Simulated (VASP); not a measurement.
# Ir (P3_121) in VASP: single point with PBEsol

Aim: the single point of Ir with PBEsol.

Everything below comes from runs of VASP 6.6.1. Logs are shortened: lines on timing, memory, paths and dates and some standing lists are left out, and cuts for length are marked.

## (1) The cell of the first run

Symmetry: P3_121, No. 152, trigonal system. Conventional cell: a = 3.546 Å, b = 3.546 Å, c = 4.023 Å, α = 90.00°, β = 90.00°, γ = 120.00°. Ir (site symmetry 2) has 2 Ir at 1.93 Å within 2.6 Å.

## (2) Single point, PBEsol

Input file INCAR:

```
PREC = Accurate
ENCUT = 560
EDIFF = 1E-6
ISMEAR = 0
SIGMA = 0.1
LREAL = F
LASPH = T
NELM = 120
ALGO = Normal
ISIF = 2
LWAVE = F
LCHARG = F
GGA = PS
NBANDS = 32
GGA_COMPAT = F
```

Input file KPOINTS:

```
Automatic mesh
0
Gamma
  6 6 4
```

Input file POSCAR:

```
Ir
1.0
    3.5455382034      0.0000000000      0.0000000000
   -1.7727691017      3.0705261543      0.0000000000
    0.0000000000      0.0000000000      4.0225317782
Ir
3
Direct
    0.2254000000      0.0000000000      0.3333333333
    0.0000000000      0.2254000000      0.6666666667
    0.7746000000      0.7746000000      0.0000000000
```

Potentials or basis: VASP PAW PBE potentials, release 64 (Ir_sv_GW).

The run is started by

```
$ cat potpaw_PBE.64/Ir_sv_GW/POTCAR > POTCAR
$ mpirun -np 1 vasp_std > vasp.out
```

OUTCAR:

```text
PREC = Accurate
   ENCUT = 560
   EDIFF = 1E-6
   ISMEAR = 0
   LREAL = F
   LASPH = T
   NELM = 120
   ISIF = 2
   GGA = PS

 ion  position               nearest neighbor table
   1  0.225  0.000  0.333-   3 1.93   2 1.93   3 2.79   3 2.79   2 2.79   2 2.79   2 3.02   3 3.02

   2  0.000  0.225  0.667-   3 1.93   1 1.93   3 2.79   3 2.79   1 2.79   1 2.79   1 3.02   3 3.02

   3  0.775  0.775  0.000-   1 1.93   2 1.93   1 2.79   2 2.79   2 2.79   1 2.79   1 3.02   2 3.02

  LATTYP: Found a hexagonal cell.
 ALAT       =     3.5455382034
 C/A-ratio  =     1.1345334749

  Lattice vectors:

 A1 = (   3.5455382034,   0.0000000000,   0.0000000000)
 A2 = (  -1.7727691017,   3.0705261543,   0.0000000000)
 A3 = (   0.0000000000,   0.0000000000,   4.0225317782)

Analysis of symmetry for initial positions (statically):
=====================================================================
 Subroutine PRICEL returns:
 Original cell was already a primitive cell.

 Routine SETGRP: Setting up the symmetry group for a
 hexagonal supercell.

 Subroutine GETGRP returns: Found  6 space group operations
 (whereof  2 operations were pure point group operations)
 out of a pool of 24 trial point group operations.

The static configuration has the point symmetry C_2 .
 The point group associated with its full space group is D_3 .

Analysis of symmetry for dynamics (positions and initial velocities):
=====================================================================
 Subroutine PRICEL returns:
 Original cell was already a primitive cell.

 Routine SETGRP: Setting up the symmetry group for a
 hexagonal supercell.

 Subroutine GETGRP returns: Found  6 space group operations
 (whereof  2 operations were pure point group operations)
 out of a pool of 24 trial point group operations.

The dynamic configuration has the point symmetry C_2 .
 The point group associated with its full space group is D_3 .

 Subroutine INISYM returns: Found  6 space group operations
 (whereof  2 operations are pure point group operations),
 and found     1 'primitive' translations

----------------------------------------------------------------------------------------

                                     Primitive cell

  volume of cell :      43.7920

  direct lattice vectors                    reciprocal lattice vectors
     3.545538203  0.000000000  0.000000000     0.282044627  0.162838541  0.000000000
    -1.772769102  3.070526154  0.000000000     0.000000000  0.325677083  0.000000000
     0.000000000  0.000000000  4.022531778     0.000000000  0.000000000  0.248599652

  length of vectors
     3.545538203  3.545538203  4.022531778     0.325677083  0.325677083  0.248599652

  position of ions in fractional coordinates (direct lattice)
     0.225400000  0.000000000  0.333333333
     0.000000000  0.225400000  0.666666667
     0.774600000  0.774600000  0.000000000

  ion indices of the primitive-cell ions
   primitive index   ion index
                 1           1
                 2           2
                 3           3

----------------------------------------------------------------------------------------

 KPOINTS: Automatic mesh

Automatic generation of k-mesh.
 Grid dimensions read from file:
 generate k-points for:    6    6    4

 Generating k-lattice:

  Cartesian coordinates                     Fractional coordinates (reciprocal lattice)
     0.047007438  0.027139757  0.000000000     0.166666667  0.000000000  0.000000000
     0.000000000  0.054279514  0.000000000     0.000000000  0.166666667  0.000000000
     0.000000000  0.000000000  0.062149913     0.000000000  0.000000000  0.250000000

  Length of vectors
     0.054279514  0.054279514  0.062149913

  Shift w.r.t. Gamma in fractional coordinates (k-lattice)
     0.000000000  0.000000000  0.000000000

 Subroutine IBZKPT returns following result:
 ===========================================

 Found     24 irreducible k-points:

 Following reciprocal coordinates:
            Coordinates               Weight
  0.000000  0.000000  0.000000      1.000000
  0.166667 -0.000000  0.000000      6.000000
  0.333333 -0.000000  0.000000      6.000000
  0.500000 -0.000000  0.000000      3.000000
  0.166667  0.166667  0.000000      6.000000
  0.333333  0.166667  0.000000     12.000000
[... 16 lines left out ...]
  0.333333  0.166667  0.500000     12.000000
  0.333333  0.333333  0.500000      2.000000
   k-points           NKPTS =     24   k-points in BZ     NKDIM =     24   number of bands    NBANDS=     32
   number of dos      NEDOS =    301   number of ions     NIONS =      3
   total plane-waves  NPLWV =  25088
   dimension x,y,z NGX =    28 NGY =   28 NGZ =   32
   dimension x,y,z NGXF=    56 NGYF=   56 NGZF=   64
   ions per type =               3
   NGX,Y,Z   is equivalent  to a cutoff of  13.13, 13.13, 13.23 a.u.
   NGXF,Y,Z  is equivalent  to a cutoff of  26.26, 26.26, 26.45 a.u.
 SYSTEM =  unknown system
   PREC   = accura    normal or accurate (medium, high low for compatibility)
   ISTART =      0    job   : 0-new  1-cont  2-samecut
   ICHARG =      2    charge: 1-file 2-atom 10-const
   ISPIN  =      1    spin polarized calculation?
   LNONCOLLINEAR =      F non collinear calculations
   LSORBIT =      F    spin-orbit coupling
   LASPH  =      T    aspherical Exc in radial PAW
   ENCUT  =  560.0 eV  41.16 Ry    6.42 a.u.   6.84  6.84  7.76*2*pi/ulx,y,z
   NELM   =    120;   NELMIN=  2; NELMDL= -5     # of ELM steps
   EDIFF  = 0.1E-05   stopping-criterion for ELM
   LREAL  =      F    real-space projection
[... 7 lines left out ...]
   TEBEG  =    0.0;   TEEND  =   0.0 temperature during run
   PSTRESS=    0.0 pullay stress
   NELECT =      51.0000    total number of electrons
   NUPDOWN=      -1.0000    fix difference up-down
   EMIN   =  10.00;   EMAX   =-10.00  energy-range for DOS
   EFERMI =   0.00;   METHOD = LEGACY
   ISMEAR =     0;   SIGMA  =   0.10  broadening in eV -4-tet -1-fermi 0-gaus
   EFERMI_NEDOS =   21; number of points for ismear=-14 and -15
   IALGO  =     38    algorithm
   IMIX   =      4    mixing-type and parameters
     AMIX     =   0.40;   BMIX     =  1.00
     AMIX_MAG =   1.60;   BMIX_MAG =  1.00
  volume/ion in A,a.u.               =      14.60        98.51
  Fermi-wavevector in a.u.,A,eV,Ry     =   1.722398  3.254859 40.363770  2.966653
  Thomas-Fermi vector in A             =   2.798470
   LORBIT       =      0    0 simple, 1 ext, 2 COOP (PROOUT), +10 PAW based schemes
   GGA     = PS    functional components
   LHFCALC =     F    Hartree Fock is set to
   AEXX    =    0.0000 exact exchange contribution
   IVDW    =     0    specifies the selected vdW correction
   LEPSILON=     F    determine dielectric tensor
   LRPA    =     F    only Hartree local field effects (RPA)
 non-spin polarized calculation
 Gauss-broadening in eV      SIGMA  =   0.10
  energy-cutoff  :      560.00
  volume of cell :       43.79
 maximum number of plane-waves:      1340
   NGX = 13   NGY = 13   NGZ = 15

 number of electron      51.0000000 magnetization

 Free energy of the ion-electron system (eV)
  ---------------------------------------------------
  ext. energy  EPLUGINS =         0.00000000
  ---------------------------------------------------
  free energy    TOTEN  =       -16.10625624 eV

  energy without entropy =      -16.09218492  energy(sigma->0) =      -16.09922058

 E-fermi :  12.7721     XC(G=0): -14.1559

 val. band max:       12.7403800968   @ k =   0.3333   0.3333   0.2500
 cond. band min:      12.7817653134   @ k =  -0.1667   0.5000   0.2500
 fundamental gap:      0.0413852166
 Fermi energy:        12.7721079873

 k-point     1 :       0.0000    0.0000    0.0000
  band No.  band energies     occupation
      1     -81.9140      2.00000
      2     -80.9553      2.00000
      3     -80.9553      2.00000
      4     -40.9352      2.00000
      5     -40.9352      2.00000
      6     -39.9060      2.00000
[... 24 lines left out ...]
     31      23.8839      0.00000
     32      23.8839      0.00000

 k-point     2 :       0.1667   -0.0000    0.0000
  band No.  band energies     occupation
      1     -81.9096      2.00000
      2     -80.9591      2.00000
      3     -80.9566      2.00000
      4     -40.9472      2.00000
      5     -40.9440      2.00000
      6     -39.8976      2.00000
[... 24 lines left out ...]
     31      20.3603      0.00000
     32      22.6147      0.00000

 k-point     3 :       0.3333   -0.0000    0.0000
  band No.  band energies     occupation
      1     -81.9003      2.00000
      2     -80.9662      2.00000
      3     -80.9586      2.00000
      4     -40.9691      2.00000
      5     -40.9609      2.00000
      6     -39.8773      2.00000
[... 24 lines left out ...]
     31      19.8897      0.00000
     32      21.0694      0.00000

 k-point     4 :       0.5000   -0.0000    0.0000
  band No.  band energies     occupation
      1     -81.8957      2.00000
      2     -80.9695      2.00000
      3     -80.9597      2.00000
      4     -40.9793      2.00000
      5     -40.9692      2.00000
      6     -39.8653      2.00000
[... 24 lines left out ...]
     31      18.8213      0.00000
     32      21.0024      0.00000

 k-point     5 :       0.1667    0.1667    0.0000
  band No.  band energies     occupation
      1     -81.9026      2.00000
      2     -80.9636      2.00000
      3     -80.9586      2.00000
      4     -40.9633      2.00000
      5     -40.9569      2.00000
      6     -39.8823      2.00000
[... 584 lines left out ...]
     31      17.1218      0.00000
     32      21.6921      0.00000

 k-point    22 :       0.1667    0.1667    0.5000
  band No.  band energies     occupation
      1     -81.5947      2.00000
      2     -81.5903      2.00000
      3     -80.6389      2.00000
      4     -41.3167      2.00000
      5     -40.3095      2.00000
      6     -40.3087      2.00000
[... 24 lines left out ...]
     31      20.0038      0.00000
     32      20.9718      0.00000

 k-point    23 :       0.3333    0.1667    0.5000
  band No.  band energies     occupation
      1     -81.5918      2.00000
      2     -81.5862      2.00000
      3     -80.6465      2.00000
      4     -41.3309      2.00000
      5     -40.3315      2.00000
      6     -40.3285      2.00000
[... 24 lines left out ...]
     31      17.7863      0.00000
     32      19.7967      0.00000

 k-point    24 :       0.3333    0.3333    0.5000
  band No.  band energies     occupation
      1     -81.5880      2.00000
      2     -81.5880      2.00000
      3     -80.6492      2.00000
      4     -41.3359      2.00000
      5     -40.3384      2.00000
      6     -40.3384      2.00000
[... 24 lines left out ...]
     31      18.1179      0.00000
     32      18.1443      0.00000

------------------------ aborting loop because EDIFF is reached ----------------------------------------

  FORCE on cell =-STRESS in cart. coord.  units (eV):
  Direction    XX          YY          ZZ          XY          YZ          ZX
  --------------------------------------------------------------------------------------
  -------------------------------------------------------------------------------------
  Total       36.3966838     36.3966838     75.6883109      0.0000000     -0.0000000      0.0000000
  in kB     1331.6127467   1331.6127467   2769.1401828      0.0000000     -0.0000000      0.0000000
  external PRESSURE =    1810.7885587 kB  Pullay stress =       0.0000000 kB

 VOLUME and BASIS-vectors are now :
 -----------------------------------------------------------------------------
  energy-cutoff  :      560.00
  volume of cell :       43.79
      direct lattice vectors                 reciprocal lattice vectors
     3.545538203  0.000000000  0.000000000     0.282044627  0.162838541  0.000000000
    -1.772769102  3.070526154  0.000000000     0.000000000  0.325677083  0.000000000
     0.000000000  0.000000000  4.022531778     0.000000000  0.000000000  0.248599652

 POSITION                                       TOTAL-FORCE (eV/Angst)
 -----------------------------------------------------------------------------------
      0.79916      0.00000      1.34084        29.260274      0.000000      0.000000
     -0.39958      0.69210      2.68169       -14.630137     25.340140     -0.000000
      1.37319      2.37843      0.00000       -14.630137    -25.340140     -0.000000
 -----------------------------------------------------------------------------------
    total drift:                               -0.000001     -0.000002      0.000000

  FREE ENERGIE OF THE ION-ELECTRON SYSTEM (eV)
  ---------------------------------------------------
  free  energy   TOTEN  =       -16.1062562434 eV

  energy  without entropy=      -16.0921849217  energy(sigma->0) =      -16.09922058
```

It took 48 s on 1 thread of Intel Xeon Platinum 8375C at 2.90GHz (Ice Lake), shared host; peak memory 0.18 GiB.

Results:

- Free energy: -16.1063 eV
- Pressure: 181.1 GPa
- Largest force: 29.260 eV/Å
- Band gap on the k mesh: zero (an odd number of electrons rules out a gap without spin polarisation)

Forces in eV/Å, atoms in the order of the input:
```
Ir   29.260   0.000   0.000
Ir  -14.630  25.340   0.000
Ir  -14.630 -25.340   0.000
```

Caveat: the k points lie up to 0.39 Å⁻¹ apart, too coarse for converged energies and pressures of a metal; atoms lie so close that the PAW spheres overlap strongly, which falsifies energies and pressures; the PAW data sets were made with another functional, which shifts forces and pressure a little; spin-orbit coupling is left out, which moves the levels of the heavy elements.

The gap in the log of VASP goes by the Fermi energy; the results here count the filled bands.